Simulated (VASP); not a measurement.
The system is MgS.

```xyz
2
Lattice="0.0000 2.8704 2.8704 2.8704 0.0000 2.8704 2.8704 2.8704 0.0000" Properties=species:S:1:pos:R:3 pbc="T T T"
S     1.4352    1.4352    1.4352
Mg    0.0000    0.0000    0.0000
```

This cell differs from its parent crystal: volume scaled by 1.04.

Base run:

- Program: VASP 6.6.1
- Functional: PBEsol
- Potentials or basis: VASP PAW PBE potentials, release 64 (S, Mg)
- Cutoff: 520 eV
- k mesh: 8 × 8 × 8
- Occupations: fermi-dirac, width 0.05 eV
- Spin: no spin polarisation

Its results: band gap on the k mesh 3.10 eV, direct; pressure -2.6 GPa.

After a change of settings the same cell gave: band gap on the k mesh 3.91 eV, direct; pressure -2.6 GPa. Which change was it?
A. functional from PBEsol to r2SCAN
B. functional from PBEsol to LDA; potentials or basis from VASP PAW PBE potentials, release 64 (S, Mg) to VASP PAW LDA potentials, release 64 (S, Mg)
C. functional from PBEsol to PBE0; k mesh from 8 × 8 × 8 to 6 × 6 × 6
D. functional from PBEsol to HSE06; k mesh from 8 × 8 × 8 to 6 × 6 × 6

A.

r2SCAN gives the wider gap, since meta-GGAs in the generalised Kohn-Sham scheme recover part of the derivative discontinuity.

Caveats: the PAW data sets were made with another functional, which shifts forces and pressure a little.
